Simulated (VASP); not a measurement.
# Ag (Fm-3m) in VASP: notebook

Runs on Ag. Level: PBE. Tasks: single point.

Program: VASP 6.6.1. These are calculated values, not measurements. Logs are shortened: lines on timing, memory, paths and dates and some standing lists are left out, and cuts for length are marked.

## Step 1: The cell of the first run

It takes space group Fm-3m (No. 225, cubic). Conventional cell: a = 4.113 Å, b = 4.113 Å, c = 4.113 Å, α = 90.00°, β = 90.00°, γ = 90.00°. Ag (site symmetry m-3m) has 12 Ag at 2.91 Å within 3.8 Å.

## Step 2: Single point, PBE (volume scaled by 1.02)

Input file INCAR:

```
ALGO     = Normal         # electronic algorithm
EDIFF    = 1E-6           # SCF threshold, eV
ENCUT    = 520            # plane-wave cutoff, eV
GGA      = PE             # functional
ISIF     = 2              # what is computed and relaxed
ISMEAR   = -1             # smearing method
LASPH    = T              # aspherical terms in the spheres
LCHARG   = F              # write CHGCAR
LREAL    = F              # projectors in reciprocal space
LWAVE    = F              # write WAVECAR
NBANDS   = 12             # bands
NELM     = 100            # most SCF steps
PREC     = Accurate       # precision mode
SIGMA    = 0.05           # smearing width, eV
```

Input file KPOINTS:

```
k-points
0
Gamma
  15 15 15
```

Input file POSCAR:

```
Ag
1.0
    0.0000000000      2.0566308579      2.0566308579
    2.0566308579      0.0000000000      2.0566308579
    2.0566308579      2.0566308579      0.0000000000
Ag
1
Direct
    0.0000000000      0.0000000000      0.0000000000
```

Potentials or basis: VASP PAW PBE potentials, release 64 (Ag).

On the command line:

```
$ cat potpaw_PBE.64/Ag/POTCAR > POTCAR
$ mpirun -np 1 vasp_std > vasp.out
```

OUTCAR:

```text
EDIFF = 1E-6
   ENCUT = 520
   GGA = PE
   ISIF = 2
   ISMEAR = -1
   LASPH = T
   LREAL = F
   NELM = 100
   PREC = Accurate

 ion  position               nearest neighbor table
   1  0.000  0.000  0.000-

  LATTYP: Found a face centered cubic cell.
 ALAT       =     4.1132617158

  Lattice vectors:

 A1 = (   0.0000000000,   2.0566308579,   2.0566308579)
 A2 = (   2.0566308579,   0.0000000000,   2.0566308579)
 A3 = (   2.0566308579,   2.0566308579,   0.0000000000)

Analysis of symmetry for initial positions (statically):
=====================================================================
 Subroutine PRICEL returns:
 Original cell was already a primitive cell.

 Routine SETGRP: Setting up the symmetry group for a
 face centered cubic supercell.

 Subroutine GETGRP returns: Found 48 space group operations
 (whereof 48 operations were pure point group operations)
 out of a pool of 48 trial point group operations.

The static configuration has the point symmetry O_h .

Analysis of symmetry for dynamics (positions and initial velocities):
=====================================================================
 Subroutine PRICEL returns:
 Original cell was already a primitive cell.

 Routine SETGRP: Setting up the symmetry group for a
 face centered cubic supercell.

 Subroutine GETGRP returns: Found 48 space group operations
 (whereof 48 operations were pure point group operations)
 out of a pool of 48 trial point group operations.

The dynamic configuration has the point symmetry O_h .

 Subroutine INISYM returns: Found 48 space group operations
 (whereof 48 operations are pure point group operations),
 and found     1 'primitive' translations

----------------------------------------------------------------------------------------

                                     Primitive cell

  volume of cell :      17.3980

  direct lattice vectors                    reciprocal lattice vectors
     0.000000000  2.056630858  2.056630858    -0.243116064  0.243116064  0.243116064
     2.056630858  0.000000000  2.056630858     0.243116064 -0.243116064  0.243116064
     2.056630858  2.056630858  0.000000000     0.243116064  0.243116064 -0.243116064

  length of vectors
     2.908515252  2.908515252  2.908515252     0.421089376  0.421089376  0.421089376

  position of ions in fractional coordinates (direct lattice)
     0.000000000  0.000000000  0.000000000

  ion indices of the primitive-cell ions
   primitive index   ion index
                 1           1

----------------------------------------------------------------------------------------

 KPOINTS: k-points

Automatic generation of k-mesh.
 Grid dimensions read from file:
 generate k-points for:   15   15   15

 Generating k-lattice:

  Cartesian coordinates                     Fractional coordinates (reciprocal lattice)
    -0.016207738  0.016207738  0.016207738     0.066666667  0.000000000  0.000000000
     0.016207738 -0.016207738  0.016207738     0.000000000  0.066666667  0.000000000
     0.016207738  0.016207738 -0.016207738     0.000000000  0.000000000  0.066666667

  Length of vectors
     0.028072625  0.028072625  0.028072625

  Shift w.r.t. Gamma in fractional coordinates (k-lattice)
     0.000000000  0.000000000  0.000000000

 Subroutine IBZKPT returns following result:
 ===========================================

 Found    120 irreducible k-points:

 Following reciprocal coordinates:
            Coordinates               Weight
  0.000000  0.000000  0.000000      1.000000
  0.066667  0.000000  0.000000      8.000000
  0.133333  0.000000  0.000000      8.000000
  0.200000  0.000000  0.000000      8.000000
  0.266667  0.000000  0.000000      8.000000
  0.333333  0.000000  0.000000      8.000000
[... 16 lines left out ...]
  0.133333  0.133333  0.000000      6.000000
  0.200000  0.133333  0.000000     24.000000
 [... further k-points ...]
   k-points           NKPTS =    120   k-points in BZ     NKDIM =    120   number of bands    NBANDS=     12
   number of dos      NEDOS =    301   number of ions     NIONS =      1
   total plane-waves  NPLWV =  13824
   dimension x,y,z NGX =    24 NGY =   24 NGZ =   24
   dimension x,y,z NGXF=    48 NGYF=   48 NGZF=   48
   ions per type =               1
   NGX,Y,Z   is equivalent  to a cutoff of  13.72, 13.72, 13.72 a.u.
   NGXF,Y,Z  is equivalent  to a cutoff of  27.44, 27.44, 27.44 a.u.
 SYSTEM =  unknown system
   PREC   = accura    normal or accurate (medium, high low for compatibility)
   ISTART =      0    job   : 0-new  1-cont  2-samecut
   ICHARG =      2    charge: 1-file 2-atom 10-const
   ISPIN  =      1    spin polarized calculation?
   LNONCOLLINEAR =      F non collinear calculations
   LSORBIT =      F    spin-orbit coupling
   LASPH  =      T    aspherical Exc in radial PAW
   ENCUT  =  520.0 eV  38.22 Ry    6.18 a.u.   5.41  5.41  5.41*2*pi/ulx,y,z
   NELM   =    100;   NELMIN=  2; NELMDL= -5     # of ELM steps
   EDIFF  = 0.1E-05   stopping-criterion for ELM
   LREAL  =      F    real-space projection
   EDIFFG = 0.1E-04   stopping-criterion for IOM
   NSW    =      0    number of steps for IOM
   IBRION =     -1    ionic relax: 0-MD 1-quasi-New 2-CG
   NFREE  =      0    steps in history (QN), initial steepest desc. (CG)
   ISIF   =      2    stress and relaxation
   ISYM   =      2    0-nonsym 1-usesym 2-fastsym
   POTIM  = 0.5000    time-step for ionic-motion
   TEBEG  =    0.0;   TEEND  =   0.0 temperature during run
   PSTRESS=    0.0 pullay stress
   NELECT =      11.0000    total number of electrons
   NUPDOWN=      -1.0000    fix difference up-down
   EMIN   =  10.00;   EMAX   =-10.00  energy-range for DOS
   EFERMI =   0.00;   METHOD = LEGACY
   ISMEAR =    -1;   SIGMA  =   0.05  broadening in eV -4-tet -1-fermi 0-gaus
   EFERMI_NEDOS =   21; number of points for ismear=-14 and -15
   IALGO  =     38    algorithm
   IMIX   =      4    mixing-type and parameters
     AMIX     =   0.40;   BMIX     =  1.00
     AMIX_MAG =   1.60;   BMIX_MAG =  1.00
  volume/ion in A,a.u.               =      17.40       117.41
  Fermi-wavevector in a.u.,A,eV,Ry     =   1.405096  2.655247 26.861917  1.974295
  Thomas-Fermi vector in A             =   2.527592
   LORBIT       =      0    0 simple, 1 ext, 2 COOP (PROOUT), +10 PAW based schemes
   GGA     = PE    functional components
   LHFCALC =     F    Hartree Fock is set to
   AEXX    =    0.0000 exact exchange contribution
   IVDW    =     0    specifies the selected vdW correction
   LEPSILON=     F    determine dielectric tensor
   LRPA    =     F    only Hartree local field effects (RPA)
 non-spin polarized calculation
  energy-cutoff  :      520.00
  volume of cell :       17.40
 maximum number of plane-waves:       489
 NGX is ok and might be reduce to    24
   NGX = 11   NGY = 11   NGZ = 11

 number of electron      10.9999999 magnetization

 Free energy of the ion-electron system (eV)
  ---------------------------------------------------
  ext. energy  EPLUGINS =         0.00000000
  ---------------------------------------------------
  free energy    TOTEN  =        -2.71220116 eV

  energy without entropy =       -2.70860885  energy(sigma->0) =       -2.71040501

 E-fermi :   8.2889     XC(G=0): -12.0904

 val. band max:        8.2784009073   @ k =  -0.3333   0.2000   0.0000
 cond. band min:       8.3210087127   @ k =  -0.2667   0.2667   0.0667
 fundamental gap:      0.0426078054
 Fermi energy:         8.2889242629

 k-point     1 :       0.0000    0.0000    0.0000
  band No.  band energies     occupation
      1       0.5319      2.00000
      2       3.4144      2.00000
      3       3.4144      2.00000
      4       3.4144      2.00000
      5       4.4114      2.00000
      6       4.4114      2.00000
      7      24.1320      0.00000
      8      27.5909      0.00000
      9      27.5909      0.00000
     10      27.5909      0.00000
     11      32.3496      0.00000
     12      33.3591      0.00000

 k-point     2 :       0.0667    0.0000    0.0000
  band No.  band energies     occupation
      1       0.6684      2.00000
      2       3.3839      2.00000
      3       3.4514      2.00000
      4       3.4514      2.00000
      5       4.3974      2.00000
      6       4.3974      2.00000
      7      24.1402      0.00000
      8      26.4582      0.00000
      9      27.6381      0.00000
     10      27.6381      0.00000
     11      32.2853      0.00000
     12      33.2068      0.00000

 k-point     3 :       0.1333    0.0000    0.0000
  band No.  band energies     occupation
      1       1.0549      2.00000
      2       3.3250      2.00000
      3       3.5404      2.00000
      4       3.5404      2.00000
      5       4.3778      2.00000
      6       4.3778      2.00000
      7      23.3641      0.00000
      8      25.1203      0.00000
      9      27.7327      0.00000
     10      27.7327      0.00000
     11      31.2469      0.00000
     12      32.6551      0.00000
[... 286 lines left out ...]
 k-point    23 :       0.1333    0.1333    0.0000
  band No.  band energies     occupation
      1       1.2321      2.00000
      2       3.1503      2.00000
      3       3.6711      2.00000
      4       3.6711      2.00000
      5       4.1741      2.00000
      6       4.5275      2.00000
      7      24.3350      0.00000
      8      25.7536      0.00000
      9      25.7788      0.00000
     10      25.7788      0.00000
     11      31.5898      0.00000
     12      33.1796      0.00000

 k-point    24 :       0.2000    0.1333    0.0000
  band No.  band energies     occupation
      1       1.6485      2.00000
      2       3.0359      2.00000
      3       3.7611      2.00000
      4       3.7940      2.00000
      5       4.1800      2.00000
      6       4.5949      2.00000
      7      23.0917      0.00000
      8      24.7178      0.00000
      9      25.0283      0.00000
     10      26.5643      0.00000
     11      29.9612      0.00000
     12      33.1993      0.00000

 [... further k-points ...]
[... 5 lines left out ...]
  --------------------------------------------------------------------------------------
  -------------------------------------------------------------------------------------
  Total        0.2423150      0.2423150      0.2423150      0.0000000      0.0000000      0.0000000
  in kB       22.3147412     22.3147412     22.3147412      0.0000000      0.0000000      0.0000000
  external PRESSURE =      22.3147412 kB  Pullay stress =       0.0000000 kB

 VOLUME and BASIS-vectors are now :
 -----------------------------------------------------------------------------
  energy-cutoff  :      520.00
  volume of cell :       17.40
      direct lattice vectors                 reciprocal lattice vectors
     0.000000000  2.056630858  2.056630858    -0.243116064  0.243116064  0.243116064
     2.056630858  0.000000000  2.056630858     0.243116064 -0.243116064  0.243116064
     2.056630858  2.056630858  0.000000000     0.243116064  0.243116064 -0.243116064

 POSITION                                       TOTAL-FORCE (eV/Angst)
 -----------------------------------------------------------------------------------
      0.00000      0.00000      0.00000        -0.000000      0.000000     -0.000000
 -----------------------------------------------------------------------------------
    total drift:                                0.000000      0.000000     -0.000000

  FREE ENERGIE OF THE ION-ELECTRON SYSTEM (eV)
  ---------------------------------------------------
  free  energy   TOTEN  =        -2.7122011602 eV

  energy  without entropy=       -2.7086088515  energy(sigma->0) =       -2.71040501
```

Run time: 12 s. Hardware: 1 thread of AMD EPYC 9R45 (Zen 5), shared host; peak memory 0.12 GiB.

What came out:

* Free energy: -2.7122 eV
* Pressure: 2.2 GPa

## Step 3: Single point, PBE (volume scaled by 1.01)

Input file INCAR:

```
SYSTEM = Ag
  PREC = Accurate
  ENCUT = 520
  EDIFF = 1E-6
  ISMEAR = -1
  SIGMA = 0.05
  LREAL = .False.
  LASPH = .True.
  NELM = 60
  ALGO = Normal
  ISIF = 2
  LWAVE = .False.
  LCHARG = .False.
  GGA = PE
  NBANDS = 12
```

Input file KPOINTS:

```
regular mesh
0
Gamma
  15 15 15
  0 0 0
```

Input file POSCAR:

```
Ag
1.0
    0.0000000000      2.0498877575      2.0498877575
    2.0498877575      0.0000000000      2.0498877575
    2.0498877575      2.0498877575      0.0000000000
Ag
1
Direct
    0.0000000000      0.0000000000      0.0000000000
```

Potentials or basis: VASP PAW PBE potentials, release 64 (Ag).

On the command line:

```
$ cat potpaw_PBE.64/Ag/POTCAR > POTCAR
$ mpirun -np 1 vasp_std > vasp.out
```

It took 13 s on 1 thread of AMD EPYC 9R45 (Zen 5), shared host; peak memory 0.12 GiB.

It converged, with:

| Item | Value |
| --- | --- |
| Free energy | -2.7092 eV |
| Pressure | 3.3 GPa |

Levels at points of the mesh, in eV from the Fermi level:
```
           k point  band 2  band 3  band 4  band 5  band 6  band 7  band 8  band 9  band 10  band 11
(0.00, 0.00, 0.00)   -4.91   -4.91   -4.91   -3.90   -3.90   15.86   19.38   19.38    19.38    24.16
```
